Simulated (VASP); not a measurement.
# Mg7MnS8 (Fm-3m) in VASP: a series of runs

Runs on Mg7MnS8. Level: PBEsol+U. Tasks: single point.

All numbers are computed with VASP 6.6.1; they aren't measurements. Logs are shortened: lines on timing, memory, paths and dates and some standing lists are left out, and cuts for length are marked.

## 1. The cell of the first run

Symmetry: Fm-3m, No. 225, cubic system. Conventional cell: a = 10.407 Å, b = 10.407 Å, c = 10.407 Å, α = 90.00°, β = 90.00°, γ = 90.00°. Within 3.4 Å of Mn (site symmetry m-3m) lie 6 S at 2.60 Å. Within 3.4 Å of Mg (site symmetry mmm) lie 6 S at 2.60 Å. Mg (site symmetry m-3m) has 6 S at 2.60 Å within 3.4 Å. Within 3.4 Å of S (site symmetry -43m) lie 6 Mg at 2.60 Å. S (site symmetry 4mm) has 1 Mn at 2.60 Å and 5 Mg at 2.60 Å within 3.4 Å.

## 2. Single point, PBEsol+U, collinear spin, ferromagnetic start

File INCAR:

```
PREC = Accurate
ENCUT = 520
EDIFF = 1E-6
ISMEAR = 0
SIGMA = 0.05
LREAL = Auto
LASPH = True
NELM = 150
ALGO = Normal
ISIF = 2
LWAVE = False
LCHARG = False
ISPIN = 2
MAGMOM = 5 0 0 0 0 0 0 0 0 0 0 0 0 0 0 0
LORBIT = 11
LMAXMIX = 4
LDAU = True
LDAUTYPE = 2
LDAUL = 2 -1 -1
LDAUU = 3.5 0 0
LDAUJ = 0 0 0
LDAUPRINT = 1
GGA = PS
NBANDS = 56
```

File KPOINTS:

```
Automatic mesh
0
Gamma
  3 3 3
```

File POSCAR:

```
Mg7MnS8
1.0
    0.0000000000      5.2033000000      5.2033000000
    5.2033000000      0.0000000000      5.2033000000
    5.2033000000      5.2033000000      0.0000000000
Mn Mg S
1 7 8
Direct
    0.0000000000      0.0000000000      0.0000000000
    0.0000000000      0.0000000000      0.5000000000
    0.0000000000      0.5000000000      0.0000000000
    0.0000000000      0.5000000000      0.5000000000
    0.5000000000      0.0000000000      0.0000000000
    0.5000000000      0.0000000000      0.5000000000
    0.5000000000      0.5000000000      0.0000000000
    0.5000000000      0.5000000000      0.5000000000
    0.2500000000      0.2500000000      0.2500000000
    0.2500000000      0.2500000000      0.7500000000
    0.2500000000      0.7500000000      0.2500000000
    0.2500000000      0.7500000000      0.7500000000
    0.7500000000      0.2500000000      0.2500000000
    0.7500000000      0.2500000000      0.7500000000
    0.7500000000      0.7500000000      0.2500000000
    0.7500000000      0.7500000000      0.7500000000
```

Potentials or basis: VASP PAW PBE potentials, release 64 (Mn_pv, Mg, S).

Run with:

```console
$ cat potpaw_PBE.64/Mn_pv/POTCAR potpaw_PBE.64/Mg/POTCAR potpaw_PBE.64/S/POTCAR > POTCAR
$ mpirun -np 1 vasp_std > vasp.out
```

OUTCAR:

```text
PREC = Accurate
   ENCUT = 520
   EDIFF = 1E-6
   ISMEAR = 0
   LREAL = Auto
   LASPH = True
   NELM = 150
   ISIF = 2
   ISPIN = 2
   LORBIT = 11
   GGA = PS

 ion  position               nearest neighbor table
   1  0.000  0.000  0.000-  10 2.60  11 2.60  12 2.60  13 2.60  14 2.60  15 2.60
   2  0.000  0.000  0.500-   9 2.60  11 2.60  12 2.60  13 2.60  14 2.60  16 2.60
   3  0.000  0.500  0.000-   9 2.60  10 2.60  12 2.60  13 2.60  15 2.60  16 2.60
   4  0.000  0.500  0.500-   9 2.60  10 2.60  11 2.60  14 2.60  15 2.60  16 2.60
   5  0.500  0.000  0.000-   9 2.60  10 2.60  11 2.60  14 2.60  15 2.60  16 2.60
   6  0.500  0.000  0.500-   9 2.60  10 2.60  12 2.60  13 2.60  15 2.60  16 2.60
[... 8 lines left out ...]
  15  0.750  0.750  0.250-   1 2.60   3 2.60   4 2.60   5 2.60   6 2.60   8 2.60
  16  0.750  0.750  0.750-   2 2.60   3 2.60   4 2.60   5 2.60   6 2.60   7 2.60

  LATTYP: Found a face centered cubic cell.
 ALAT       =    10.4066000000

  Lattice vectors:

 A1 = (   0.0000000000,   5.2033000000,   5.2033000000)
 A2 = (   5.2033000000,   0.0000000000,   5.2033000000)
 A3 = (   5.2033000000,   5.2033000000,   0.0000000000)

Analysis of symmetry for initial positions (statically):
=====================================================================
 Subroutine PRICEL returns:
 Original cell was already a primitive cell.

 Routine SETGRP: Setting up the symmetry group for a
 face centered cubic supercell.

 Subroutine GETGRP returns: Found 48 space group operations
 (whereof 48 operations were pure point group operations)
 out of a pool of 48 trial point group operations.

The static configuration has the point symmetry O_h .

Analysis of symmetry for dynamics (positions and initial velocities):
=====================================================================
 Subroutine PRICEL returns:
 Original cell was already a primitive cell.

 Routine SETGRP: Setting up the symmetry group for a
 face centered cubic supercell.

 Subroutine GETGRP returns: Found 48 space group operations
 (whereof 48 operations were pure point group operations)
 out of a pool of 48 trial point group operations.

The dynamic configuration has the point symmetry O_h .

Analysis of structural, dynamic, and magnetic symmetry:
=====================================================================
 Subroutine PRICEL returns:
 Original cell was already a primitive cell.

 Routine SETGRP: Setting up the symmetry group for a
 face centered cubic supercell.

 Subroutine GETGRP returns: Found 48 space group operations
 (whereof 48 operations were pure point group operations)
 out of a pool of 48 trial point group operations.

The overall configuration has the point symmetry O_h .

 Subroutine INISYM returns: Found 48 space group operations
 (whereof 48 operations are pure point group operations),
 and found     1 'primitive' translations

----------------------------------------------------------------------------------------

                                     Primitive cell

  volume of cell :     281.7517

  direct lattice vectors                    reciprocal lattice vectors
     0.000000000  5.203300000  5.203300000    -0.096092864  0.096092864  0.096092864
     5.203300000  0.000000000  5.203300000     0.096092864 -0.096092864  0.096092864
     5.203300000  5.203300000  0.000000000     0.096092864  0.096092864 -0.096092864

  length of vectors
     7.358577429  7.358577429  7.358577429     0.166437723  0.166437723  0.166437723

  position of ions in fractional coordinates (direct lattice)
     0.000000000  0.000000000  0.000000000
     0.000000000  0.000000000  0.500000000
     0.000000000  0.500000000  0.000000000
     0.000000000  0.500000000  0.500000000
[... 110 lines left out ...]
   J (eV)           for each species LDAUJ =   0.0  0.0  0.0
   GGA     = PS    functional components
   LHFCALC =     F    Hartree Fock is set to
   AEXX    =    0.0000 exact exchange contribution
   IVDW    =     0    specifies the selected vdW correction
   LEPSILON=     F    determine dielectric tensor
   LRPA    =     F    only Hartree local field effects (RPA)
 spin polarized calculation
 Gauss-broadening in eV      SIGMA  =   0.05
  energy-cutoff  :      520.00
  volume of cell :      281.75
 maximum number of plane-waves:      7631
   NGX = 27   NGY = 27   NGZ = 27

atom =   1  type =  1  l = 2

 onsite density matrix

spin component  1

  0.9287  0.0000  0.0000 -0.0000  0.0000
  0.0000  0.9287  0.0000 -0.0000  0.0000
  0.0000  0.0000  0.9528  0.0000 -0.0000
 -0.0000 -0.0000  0.0000  0.9287  0.0000
  0.0000  0.0000 -0.0000  0.0000  0.9528

spin component  2

  0.0170  0.0000  0.0000 -0.0000 -0.0000
  0.0000  0.0170 -0.0000 -0.0000 -0.0000
  0.0000 -0.0000  0.0884 -0.0000 -0.0000
 -0.0000 -0.0000 -0.0000  0.0170 -0.0000
 -0.0000 -0.0000 -0.0000 -0.0000  0.0884

 occupancies and eigenvectors

  o =  0.0170  v =  0.0000  0.0000  0.0000  0.0000  0.0000  0.0000 -0.0076 -0.0000  1.0000  0.0000      0.0000  0.0000  0.0000  0.0000  0.0000  0.0000  0.0000  0.0000  0.0000  0.0000
  o =  0.0170  v =  0.0000  0.0000  0.0000  0.0000  0.0000  0.0000 -1.0000  0.0000 -0.0076  0.0000      0.0000  0.0000  0.0000  0.0000  0.0000  0.0000  0.0000  0.0000  0.0000  0.0000
  o =  0.0170  v =  0.0000  0.0000  0.0000  0.0000  0.0000  1.0000  0.0000  0.0000  0.0000  0.0000      0.0000  0.0000  0.0000  0.0000  0.0000  0.0000  0.0000  0.0000  0.0000  0.0000
  o =  0.0884  v =  0.0000  0.0000  0.0000  0.0000  0.0000  0.0000  0.0000  0.9999  0.0000  0.0142      0.0000  0.0000  0.0000  0.0000  0.0000  0.0000  0.0000  0.0000  0.0000  0.0000
  o =  0.0884  v =  0.0000  0.0000  0.0000  0.0000  0.0000  0.0000  0.0000 -0.0142 -0.0000  0.9999      0.0000  0.0000  0.0000  0.0000  0.0000  0.0000  0.0000  0.0000  0.0000  0.0000
  o =  0.9287  v =  1.0000  0.0000  0.0000  0.0000  0.0000  0.0000  0.0000  0.0000  0.0000  0.0000      0.0000  0.0000  0.0000  0.0000  0.0000  0.0000  0.0000  0.0000  0.0000  0.0000
  o =  0.9287  v =  0.0000 -0.5087  0.0000 -0.8610  0.0000  0.0000  0.0000  0.0000  0.0000  0.0000      0.0000  0.0000  0.0000  0.0000  0.0000  0.0000  0.0000  0.0000  0.0000  0.0000
  o =  0.9287  v =  0.0000 -0.8610  0.0000  0.5087  0.0000  0.0000  0.0000  0.0000  0.0000  0.0000      0.0000  0.0000  0.0000  0.0000  0.0000  0.0000  0.0000  0.0000  0.0000  0.0000
  o =  0.9528  v =  0.0000  0.0000  0.0059  0.0000  1.0000  0.0000  0.0000  0.0000  0.0000  0.0000      0.0000  0.0000  0.0000  0.0000  0.0000  0.0000  0.0000  0.0000  0.0000  0.0000
  o =  0.9528  v =  0.0000 -0.0000 -1.0000 -0.0000  0.0059  0.0000  0.0000  0.0000  0.0000  0.0000      0.0000  0.0000  0.0000  0.0000  0.0000  0.0000  0.0000  0.0000  0.0000  0.0000

 number of electron      74.9999988 magnetization       4.9999995

 Free energy of the ion-electron system (eV)
  ---------------------------------------------------
  ext. energy  EPLUGINS =         0.00000000
  ---------------------------------------------------
  free energy    TOTEN  =       -77.34806809 eV

  energy without entropy =      -77.34806809  energy(sigma->0) =      -77.34806809

 E-fermi :   4.5827     XC(G=0):  -9.9561

 val. band max:        4.2984919815   @ k =   0.0000   0.0000   0.0000
 cond. band min:       6.3633025885   @ k =   0.0000   0.0000   0.0000
 fundamental gap:      2.0648106071
 Fermi energy:         4.5827351731

 spin component 1

 k-point     1 :       0.0000    0.0000    0.0000
  band No.  band energies     occupation
      1     -45.3882      1.00000
      2     -45.3882      1.00000
      3     -45.3882      1.00000
      4      -8.8646      1.00000
      5      -7.5312      1.00000
      6      -7.5312      1.00000
[... 197 lines left out ...]
     48       9.7090      0.00000
     49      10.3115      0.00000
 Fermi energy:         4.5827351731

 spin component 2

 k-point     1 :       0.0000    0.0000    0.0000
  band No.  band energies     occupation
      1     -40.6074      1.00000
      2     -40.6074      1.00000
      3     -40.6074      1.00000
      4      -8.8212      1.00000
      5      -7.5035      1.00000
      6      -7.4917      1.00000
[... 197 lines left out ...]
     48      10.1109      0.00000
     49      10.3450      0.00000
 [bands above 49 left out]

------------------------ aborting loop because EDIFF is reached ----------------------------------------

  FORCE on cell =-STRESS in cart. coord.  units (eV):
  Direction    XX          YY          ZZ          XY          YZ          ZX
  --------------------------------------------------------------------------------------
  -------------------------------------------------------------------------------------
  Total       -1.8723344     -1.8723344     -1.8723344      0.0000000      0.0000000     -0.0000000
  in kB      -10.6470035    -10.6470035    -10.6470035      0.0000000      0.0000000     -0.0000000
  external PRESSURE =     -10.6470035 kB  Pullay stress =       0.0000000 kB

 VOLUME and BASIS-vectors are now :
 -----------------------------------------------------------------------------
  energy-cutoff  :      520.00
  volume of cell :      281.75
      direct lattice vectors                 reciprocal lattice vectors
     0.000000000  5.203300000  5.203300000    -0.096092864  0.096092864  0.096092864
     5.203300000  0.000000000  5.203300000     0.096092864 -0.096092864  0.096092864
     5.203300000  5.203300000  0.000000000     0.096092864  0.096092864 -0.096092864

 POSITION                                       TOTAL-FORCE (eV/Angst)
 -----------------------------------------------------------------------------------
      0.00000      0.00000      0.00000        -0.000000      0.000000      0.000000
      2.60165      2.60165      0.00000        -0.000000      0.000000      0.000000
      2.60165      0.00000      2.60165        -0.000000      0.000000      0.000000
      5.20330      2.60165      2.60165        -0.000000      0.000000      0.000000
      0.00000      2.60165      2.60165        -0.000000      0.000000      0.000000
      2.60165      5.20330      2.60165        -0.000000      0.000000      0.000000
[... 8 lines left out ...]
      5.20330      5.20330      7.80495        -0.000000      0.000000     -0.007561
      7.80495      7.80495      7.80495        -0.000000      0.000000      0.000000
 -----------------------------------------------------------------------------------
    total drift:                               -0.000000     -0.000000     -0.000000

  FREE ENERGIE OF THE ION-ELECTRON SYSTEM (eV)
  ---------------------------------------------------
  free  energy   TOTEN  =       -77.3480680938 eV

  energy  without entropy=      -77.3480680938  energy(sigma->0) =      -77.34806809

 total charge

# of ion       s       p       d       tot
------------------------------------------
    1        0.216   6.175   4.901  11.292
    2        0.137   0.128   0.040   0.305
    3        0.137   0.128   0.040   0.305
    4        0.137   0.128   0.040   0.305
    5        0.137   0.128   0.040   0.305
    6        0.137   0.128   0.040   0.305
[... 8 lines left out ...]
   15        1.309   2.471   0.000   3.781
   16        1.308   2.479   0.000   3.787
--------------------------------------------------
tot         11.651  26.861   5.179  43.692

 magnetization (x)

# of ion       s       p       d       tot
------------------------------------------
    1        0.031   0.029   4.454   4.513
    2        0.001   0.000   0.000   0.001
    3        0.001   0.000   0.000   0.001
    4        0.001   0.000   0.000   0.001
    5        0.001   0.000   0.000   0.001
    6        0.001   0.000   0.000   0.001
[... 8 lines left out ...]
   15        0.003   0.013   0.000   0.016
   16        0.000   0.001   0.000   0.001
--------------------------------------------------
tot          0.063   0.114   4.456   4.633
```

Wall time 4.8 min (1 thread of Intel Xeon Platinum 8488C (Sapphire Rapids), shared host); peak memory 0.58 GiB.

What came out:

```
Free energy                                           : -77.3481 eV
Pressure                                              : -1.1 GPa
Band gap on the k mesh                                : 2.06 eV
Net moment                                            : 5.00 μB per cell
Site moments                                          : Mn +4.51; Mg +0.00, +0.01 (each value once); S +0.00, +0.02 (each value once) μB
Valence electrons inside the program's atomic spheres : Mn 11.29; Mg 0.30, 0.31 (each value once); S 3.79, 3.78 (each value once)
```

Levels at points of the mesh, in eV from the valence-band top:
Spin up:
```csv
k point,band 38,band 39,band 40,band 41,band 42,band 43
"(0.00, 0.00, 0.00)",-0.47,0.00,0.00,2.06,2.26,2.26
```
Spin down:
| k point | band 33 | band 34 | band 35 | band 36 | band 37 | band 38 |
| --- | --- | --- | --- | --- | --- | --- |
| (0.00, 0.00, 0.00) | -0.44 | -0.44 | -0.44 | 2.25 | 2.25 | 2.58 |

Eigenvalues of the final occupation matrices:
| site | spin | trace | eigenvalues |
| --- | --- | --- | --- |
| site 1 d | 1 | 4.69 | 0.93 0.93 0.93 0.95 0.95 |
| site 1 d | 2 | 0.23 | 0.02 0.02 0.02 0.09 0.09 |

Caveat: the PAW data sets were made with another functional, which shifts forces and pressure a little; a cell with one magnetic atom can't hold antiferromagnetic order, which such compounds often take. The state reached can hang on the start; a lower one may exist.

## 3. Single point, PBEsol+U, collinear spin, ferromagnetic start

File INCAR:

```
SYSTEM = Mg7MnS8
ALGO = Normal ; EDIFF = 1E-7
ENCUT = 520 ; GGA = PS
ISIF = 2 ; ISMEAR = 0
ISPIN = 2 ; LASPH = .TRUE.
LCHARG = .FALSE. ; LDAU = .TRUE.
LDAUJ = 0 0 0 ; LDAUL = 2 -1 -1
LDAUPRINT = 1 ; LDAUTYPE = 2
LDAUU = 3.5 0 0 ; LMAXMIX = 4
LORBIT = 11 ; LREAL = Auto
LWAVE = .FALSE. ; MAGMOM = 4.86 0 0 0 0 0 0 0.02 0 0.03 0.03 0.03 0.03 0.03 0.03 0
NBANDS = 56 ; NELM = 150
PREC = Accurate ; SIGMA = 0.05
```

File KPOINTS:

```
k-points
0
G
  3 3 3
  0 0 0
```

POSCAR is that of step 2.

Potentials or basis: VASP PAW PBE potentials, release 64 (Mn_pv, Mg, S).

Run with:

```console
$ cat potpaw_PBE.64/Mn_pv/POTCAR potpaw_PBE.64/Mg/POTCAR potpaw_PBE.64/S/POTCAR > POTCAR
$ mpirun -np 1 vasp_std > vasp.out
```

Wall time 5.8 min (1 thread of Intel Xeon Platinum 8488C (Sapphire Rapids), shared host); peak memory 0.58 GiB.

The run converged. Its results:

```
Free energy                                           : -77.3481 eV
Pressure                                              : -1.1 GPa
Band gap on the k mesh                                : 2.06 eV
Net moment                                            : 5.00 μB per cell
Site moments                                          : Mn +4.51; Mg +0.00, +0.01 (each value once); S +0.00, +0.02 (each value once) μB
Valence electrons inside the program's atomic spheres : Mn 11.29; Mg 0.30, 0.31 (each value once); S 3.79, 3.78 (each value once)
```

Levels at points of the mesh, in eV from the valence-band top:
Spin up:
| k point | band 36 | band 37 | band 38 | band 39 | band 40 | band 41 | band 42 | band 43 | band 44 | band 45 |
| --- | --- | --- | --- | --- | --- | --- | --- | --- | --- | --- |
| (0.00, 0.00, 0.00) | -0.47 | -0.47 | -0.47 | 0.00 | 0.00 | 2.06 | 2.26 | 2.26 | 3.10 | 3.93 |
Spin down:
```csv
k point,band 32,band 33,band 34,band 35,band 36,band 37,band 38,band 39
"(0.00, 0.00, 0.00)",-1.04,-0.44,-0.44,-0.44,2.25,2.25,2.58,2.75
```

Eigenvalues of the final occupation matrices:
| site | spin | trace | eigenvalues |
| --- | --- | --- | --- |
| site 1 d | 1 | 4.69 | 0.93 0.93 0.93 0.95 0.95 |
| site 1 d | 2 | 0.23 | 0.02 0.02 0.02 0.09 0.09 |

Caveat: the PAW data sets were made with another functional, which shifts forces and pressure a little; a cell with one magnetic atom can't hold antiferromagnetic order, which such compounds often take.

[end of part 1 of 2]
